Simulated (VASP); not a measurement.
# BaTiO3 (Pm-3m) in VASP: further runs, part 2 of 2

VASP 6.6.1.

## (3) Single point, r2SCAN (13.51 Å³/atom)

This run uses another cell than the first one, of 13.51 Å³/atom.

POSCAR

```
BaTiO3
1.0
    4.0723684821      0.0000000000      0.0000000000
    0.0000000000      4.0723684821      0.0000000000
    0.0000000000      0.0000000000      4.0723684821
Ba Ti O
1 1 3
Direct
    0.5000000000      0.5000000000      0.5000000000
    0.0000000000      0.0000000000      0.0000000000
    0.5000000000      0.0000000000      0.0000000000
    0.0000000000      0.5000000000      0.0000000000
    0.0000000000      0.0000000000      0.5000000000
```

INCAR.step1

```
SYSTEM = BaTiO3
ALGO     = Normal         ! electronic algorithm
EDIFF    = 1E-4           ! SCF threshold, eV
ENCUT    = 520            ! plane-wave cutoff, eV
GGA      = PE             ! functional
ISMEAR   = 0              ! smearing method
LASPH    = .TRUE.         ! aspherical terms in the spheres
LCHARG   = .FALSE.        ! write CHGCAR
LREAL    = .FALSE.        ! projectors in reciprocal space
LWAVE    = .TRUE.         ! write WAVECAR
NBANDS   = 28             ! bands
NELM     = 60             ! most SCF steps
PREC     = Accurate       ! precision mode
SIGMA    = 0.02           ! smearing width, eV
```

INCAR.step2

```
SYSTEM = BaTiO3
ALGO     = Normal         ! electronic algorithm
EDIFF    = 1E-6           ! SCF threshold, eV
ENCUT    = 520            ! plane-wave cutoff, eV
ISIF     = 2              ! what is computed and relaxed
ISMEAR   = 0              ! smearing method
ISTART   = 1            
LASPH    = .TRUE.         ! aspherical terms in the spheres
LCHARG   = .FALSE.        ! write CHGCAR
LMIXTAU  = .TRUE.       
LREAL    = .FALSE.        ! projectors in reciprocal space
LWAVE    = .FALSE.        ! write WAVECAR
METAGGA  = R2SCAN         ! meta-GGA
NBANDS   = 28             ! bands
NELM     = 60             ! most SCF steps
PREC     = Accurate       ! precision mode
SIGMA    = 0.02           ! smearing width, eV
```

KPOINTS

```
k-points
0
G
  8 8 8
  0 0 0
```

Potentials or basis: VASP PAW PBE potentials, release 64 (Ba_sv, Ti_sv, O).

On the command line:

```console
cat potpaw_PBE.64/Ba_sv/POTCAR potpaw_PBE.64/Ti_sv/POTCAR potpaw_PBE.64/O/POTCAR > POTCAR
cp INCAR.step1 INCAR
mpirun -np 1 vasp_std > vasp.out
cp INCAR.step2 INCAR
mpirun -np 1 vasp_std > vasp.out
```

OUTCAR:

```text
SYSTEM = BaTiO3
   EDIFF = 1E-6
   ENCUT = 520
   ISIF = 2
   ISMEAR = 0
   ISTART = 1
   LASPH = .TRUE.
   LREAL = .FALSE.
   METAGGA = R2SCAN
   NELM = 60
   PREC = Accurate

 ion  position               nearest neighbor table
   1  0.500  0.500  0.500-   3 2.88   4 2.88   5 2.88   3 2.88   4 2.88   3 2.88   5 2.88   3 2.88
                             4 2.88   5 2.88   4 2.88   5 2.88   2 3.53   2 3.53   2 3.53   2 3.53
   2  0.000  0.000  0.000-   3 2.04   4 2.04   5 2.04   5 2.04   4 2.04   3 2.04   1 3.53   1 3.53
                             1 3.53   1 3.53   1 3.53   1 3.53   1 3.53   1 3.53
   3  0.500  0.000  0.000-   2 2.04   2 2.04   1 2.88   1 2.88   1 2.88   1 2.88
   4  0.000  0.500  0.000-   2 2.04   2 2.04   1 2.88   1 2.88   1 2.88   1 2.88
   5  0.000  0.000  0.500-   2 2.04   2 2.04   1 2.88   1 2.88   1 2.88   1 2.88

  LATTYP: Found a simple cubic cell.
 ALAT       =     4.0723684821

  Lattice vectors:

 A1 = (   4.0723684821,   0.0000000000,   0.0000000000)
 A2 = (   0.0000000000,   4.0723684821,   0.0000000000)
 A3 = (   0.0000000000,   0.0000000000,   4.0723684821)

Analysis of symmetry for initial positions (statically):
[... 180 lines left out ...]

 val. band max:        3.1410142335   @ k =   0.5000   0.5000   0.5000
 cond. band min:       5.1511504333   @ k =   0.0000   0.0000   0.0000
 fundamental gap:      2.0101361999
 Fermi energy:         3.3880727709

 k-point     1 :       0.0000    0.0000    0.0000
  band No.  band energies     occupation
      1     -55.9796      2.00000
      2     -31.1090      2.00000
      3     -31.1090      2.00000
      4     -31.1090      2.00000
      5     -22.4613      2.00000
      6     -14.6017      2.00000
[... 733 lines left out ...]
     27      11.6686      0.00000
     28      12.4974      0.00000

 [... further k-points ...]

------------------------ aborting loop because EDIFF is reached ----------------------------------------

  FORCE on cell =-STRESS in cart. coord.  units (eV):
  Direction    XX          YY          ZZ          XY          YZ          ZX
  --------------------------------------------------------------------------------------
  -------------------------------------------------------------------------------------
  Total       -3.2292174     -3.2292174     -3.2292174      0.0000000     -0.0000000      0.0000000
  in kB      -76.6066843    -76.6066843    -76.6066843      0.0000000     -0.0000000      0.0000000
  external PRESSURE =     -76.6066843 kB  Pullay stress =       0.0000000 kB

 VOLUME and BASIS-vectors are now :
 -----------------------------------------------------------------------------
  energy-cutoff  :      520.00
  volume of cell :       67.54
      direct lattice vectors                 reciprocal lattice vectors
     4.072368482  0.000000000  0.000000000     0.245557347  0.000000000  0.000000000
     0.000000000  4.072368482  0.000000000     0.000000000  0.245557347  0.000000000
     0.000000000  0.000000000  4.072368482     0.000000000  0.000000000  0.245557347

 POSITION                                       TOTAL-FORCE (eV/Angst)
 -----------------------------------------------------------------------------------
      2.03618      2.03618      2.03618         0.000000      0.000000      0.000000
      0.00000      0.00000      0.00000         0.000000      0.000000      0.000000
      2.03618      0.00000      0.00000         0.000000      0.000000      0.000000
      0.00000      2.03618      0.00000         0.000000      0.000000      0.000000
      0.00000      0.00000      2.03618         0.000000      0.000000      0.000000
 -----------------------------------------------------------------------------------
    total drift:                                0.000000     -0.000000      0.000000

  FREE ENERGIE OF THE ION-ELECTRON SYSTEM (eV)
  ---------------------------------------------------
  free  energy   TOTEN  =       -74.1616063562 eV

  energy  without entropy=      -74.1616063562  energy(sigma->0) =      -74.16160636
```

OUTCAR.step1:

```text
SYSTEM = BaTiO3
   EDIFF = 1E-4
   ENCUT = 520
   GGA = PE
   ISMEAR = 0
[... 978 lines left out ...]
      0.00000      0.00000      0.00000         0.000000      0.000000      0.000000
      2.03618      0.00000      0.00000         0.000000      0.000000      0.000000
      0.00000      2.03618      0.00000         0.000000      0.000000      0.000000
      0.00000      0.00000      2.03618         0.000000      0.000000      0.000000
 -----------------------------------------------------------------------------------
    total drift:                                0.000000     -0.000000      0.000000

  FREE ENERGIE OF THE ION-ELECTRON SYSTEM (eV)
  ---------------------------------------------------
  free  energy   TOTEN  =       -39.9608713486 eV

  energy  without entropy=      -39.9608713486  energy(sigma->0) =      -39.96087135
```

It took 3.9 min on 1 thread of Intel Xeon Platinum 8488C (Sapphire Rapids), shared host; peak memory 0.22 GiB.

Results:

- Free energy: -74.1616 eV
- Pressure: -7.7 GPa
- Band gap on the k mesh: 2.01 eV (least direct gap 2.21 eV)

Levels at points of the mesh, in eV from the valence-band top:
| k point | band 18 | band 19 | band 20 | band 21 | band 22 | band 23 |
| --- | --- | --- | --- | --- | --- | --- |
| (0.00, 0.00, 0.00) | -0.20 | -0.20 | -0.20 | 2.01 | 2.01 | 2.01 |
| (0.50, 0.00, 0.00) | -1.76 | -0.74 | -0.74 | 2.14 | 3.57 | 3.57 |
| (0.50, 0.50, 0.00) | -0.91 | -0.91 | -0.08 | 3.58 | 3.58 | 4.00 |
| (0.50, 0.50, 0.50) | 0.00 | 0.00 | 0.00 | 4.20 | 4.20 | 4.20 |

Caveat: the cell stands under tension; the PAW data sets were made with another functional, which shifts forces and pressure a little; spin-orbit coupling is left out, which moves the levels of the heavy elements.

## (4) Single point, r2SCAN (14.02 Å³/atom)

This run uses another cell than the first one, of 14.02 Å³/atom.

POSCAR, as its differences from that of step 3:

```diff
@@ -2,5 +2,5 @@
 1.0
-    4.0723684821      0.0000000000      0.0000000000
-    0.0000000000      4.0723684821      0.0000000000
-    0.0000000000      0.0000000000      4.0723684821
+    4.1229620837      0.0000000000      0.0000000000
+    0.0000000000      4.1229620837      0.0000000000
+    0.0000000000      0.0000000000      4.1229620837
 Ba Ti O
```

INCAR.step1

```
  PREC = Accurate
  ENCUT = 520
  ISMEAR = 0
  SIGMA = 0.02
  LREAL = False
  LASPH = True
  NELM = 100
  NBANDS = 28
  GGA = PE
  ALGO = Normal
  EDIFF = 1E-4
  LWAVE = True
  LCHARG = False
```

INCAR.step2

```
  PREC = Accurate
  ENCUT = 520
  EDIFF = 1E-6
  ISMEAR = 0
  SIGMA = 0.02
  LREAL = False
  LASPH = True
  NELM = 100
  ALGO = Normal
  ISIF = 2
  LWAVE = False
  LCHARG = True
  METAGGA = R2SCAN
  LMIXTAU = True
  LELF = True
  LVHAR = True
  NBANDS = 28
  ISTART = 1
```

KPOINTS

```
regular mesh
0
Gamma
  8 8 8
```

Potentials or basis: VASP PAW PBE potentials, release 64 (Ba_sv, Ti_sv, O).

On the command line:

```console
cat potpaw_PBE.64/Ba_sv/POTCAR potpaw_PBE.64/Ti_sv/POTCAR potpaw_PBE.64/O/POTCAR > POTCAR
cp INCAR.step1 INCAR
mpirun -np 1 vasp_std > vasp.out
cp INCAR.step2 INCAR
mpirun -np 1 vasp_std > vasp.out
```

OUTCAR:

```text
PREC = Accurate
   ENCUT = 520
   EDIFF = 1E-6
   ISMEAR = 0
   LREAL = False
   LASPH = True
   NELM = 100
   ISIF = 2
   METAGGA = R2SCAN
   ISTART = 1

 ion  position               nearest neighbor table
   1  0.500  0.500  0.500-   3 2.92   4 2.92   5 2.92   3 2.92   4 2.92   3 2.92   5 2.92   3 2.92
                             4 2.92   5 2.92   4 2.92   5 2.92   2 3.57   2 3.57   2 3.57   2 3.57
   2  0.000  0.000  0.000-   3 2.06   4 2.06   5 2.06   5 2.06   4 2.06   3 2.06   1 3.57   1 3.57
                             1 3.57   1 3.57   1 3.57   1 3.57   1 3.57   1 3.57
[... 952 lines left out ...]
  -------------------------------------------------------------------------------------
  Total       -5.4697316     -5.4697316     -5.4697316      0.0000000     -0.0000000     -0.0000000
  in kB     -125.0398877   -125.0398877   -125.0398877      0.0000000     -0.0000000     -0.0000000
  external PRESSURE =    -125.0398877 kB  Pullay stress =       0.0000000 kB

 VOLUME and BASIS-vectors are now :
 -----------------------------------------------------------------------------
  energy-cutoff  :      520.00
  volume of cell :       70.09
      direct lattice vectors                 reciprocal lattice vectors
     4.122962084  0.000000000  0.000000000     0.242544069  0.000000000  0.000000000
     0.000000000  4.122962084  0.000000000     0.000000000  0.242544069  0.000000000
     0.000000000  0.000000000  4.122962084     0.000000000  0.000000000  0.242544069

 POSITION                                       TOTAL-FORCE (eV/Angst)
 -----------------------------------------------------------------------------------
      2.06148      2.06148      2.06148         0.000000      0.000000      0.000000
      0.00000      0.00000      0.00000         0.000000      0.000000      0.000000
      2.06148      0.00000      0.00000         0.000000      0.000000      0.000000
      0.00000      2.06148      0.00000         0.000000      0.000000      0.000000
      0.00000      0.00000      2.06148         0.000000      0.000000      0.000000
 -----------------------------------------------------------------------------------
    total drift:                                0.000000      0.000000     -0.000000

  FREE ENERGIE OF THE ION-ELECTRON SYSTEM (eV)
  ---------------------------------------------------
  free  energy   TOTEN  =       -74.0026724516 eV

  energy  without entropy=      -74.0026724516  energy(sigma->0) =      -74.00267245
```

OUTCAR.step1:

```text
PREC = Accurate
   ENCUT = 520
   ISMEAR = 0
   LREAL = False
   LASPH = True
[... 978 lines left out ...]
      0.00000      0.00000      0.00000         0.000000      0.000000      0.000000
      2.06148      0.00000      0.00000         0.000000      0.000000      0.000000
      0.00000      2.06148      0.00000         0.000000      0.000000      0.000000
      0.00000      0.00000      2.06148         0.000000      0.000000      0.000000
 -----------------------------------------------------------------------------------
    total drift:                                0.000000      0.000000     -0.000000

  FREE ENERGIE OF THE ION-ELECTRON SYSTEM (eV)
  ---------------------------------------------------
  free  energy   TOTEN  =       -39.8541269127 eV

  energy  without entropy=      -39.8541269127  energy(sigma->0) =      -39.85412691
```

OSZICAR.step1:

```text
N       E                     dE             d eps       ncg     rms          rms(c)
DAV:   1     0.425809659129E+03    0.42581E+03   -0.20115E+04  1960   0.149E+03
DAV:   2    -0.529836814542E+01   -0.43111E+03   -0.40895E+03  2236   0.412E+02
DAV:   3    -0.491099584305E+02   -0.43812E+02   -0.43360E+02  2328   0.134E+02
DAV:   4    -0.512354128225E+02   -0.21255E+01   -0.21207E+01  3076   0.267E+01
DAV:   5    -0.512736527700E+02   -0.38240E-01   -0.38229E-01  2508   0.341E+00    0.213E+01
DAV:   6    -0.403382643028E+02    0.10935E+02   -0.61755E+01  2780   0.621E+01    0.105E+01
DAV:   7    -0.401645021119E+02    0.17376E+00   -0.13014E+01  2620   0.255E+01    0.613E+00
DAV:   8    -0.399510260883E+02    0.21348E+00   -0.57485E-01  2372   0.567E+00    0.403E+00
DAV:   9    -0.399417765127E+02    0.92496E-02   -0.10546E+00  2676   0.880E+00    0.273E+00
DAV:  10    -0.398594592195E+02    0.82317E-01   -0.37341E-01  2564   0.507E+00    0.580E-01
DAV:  11    -0.398568323190E+02    0.26269E-02   -0.30714E-02  2340   0.110E+00    0.473E-01
DAV:  12    -0.398546749628E+02    0.21574E-02   -0.16064E-02  2508   0.109E+00    0.185E-01
DAV:  13    -0.398542248569E+02    0.45011E-03   -0.93117E-04  2420   0.279E-01    0.803E-02
DAV:  14    -0.398541269127E+02    0.97944E-04   -0.21502E-04  1712   0.117E-01
   1 F= -.39854127E+02 E0= -.39854127E+02  d E =-.320011E-49
```

Wall time 2.5 min (1 thread of Intel Xeon Platinum 8488C (Sapphire Rapids), shared host); peak memory 0.23 GiB.

What came out:

* Free energy: -74.0027 eV
* Pressure: -12.5 GPa
* Band gap on the k mesh: 1.92 eV (least direct gap 2.15 eV)

Levels at points of the mesh, in eV from the valence-band top:
```csv
k point,band 18,band 19,band 20,band 21,band 22,band 23
"(0.00, 0.00, 0.00)",-0.23,-0.23,-0.23,1.92,1.92,1.92
"(0.50, 0.00, 0.00)",-1.68,-0.73,-0.73,2.04,3.38,3.38
"(0.50, 0.50, 0.00)",-0.92,-0.92,-0.08,3.39,3.39,3.79
"(0.50, 0.50, 0.50)",0.00,0.00,0.00,3.97,3.97,3.97
```

Caveat: the cell stands under tension; the PAW data sets were made with another functional, which shifts forces and pressure a little; spin-orbit coupling is left out, which moves the levels of the heavy elements. A k mesh can miss the band edges.

## (5) Overview

```tsv
cell	gap on the mesh (eV)	pressure (GPa)
a = 4.034 Å, 5 atoms	2.08	-3.2
a = 4.072 Å, 5 atoms	2.01	-7.7
a = 4.123 Å, 5 atoms	1.92	-12.5
```

Alike in all rows: task single point; level r2SCAN; potentials or basis VASP PAW PBE potentials, release 64 (Ba_sv, Ti_sv, O); no spin polarisation; k mesh 8 × 8 × 8; cutoff (eV) 520; smearing gaussian 0.02 eV.

Caveats: the cell stands under tension; the PAW data sets were made with another functional, which shifts forces and pressure a little; spin-orbit coupling is left out, which moves the levels of the heavy elements.

Total energies depend on the potentials used, so only differences within one code and one set of settings carry meaning.
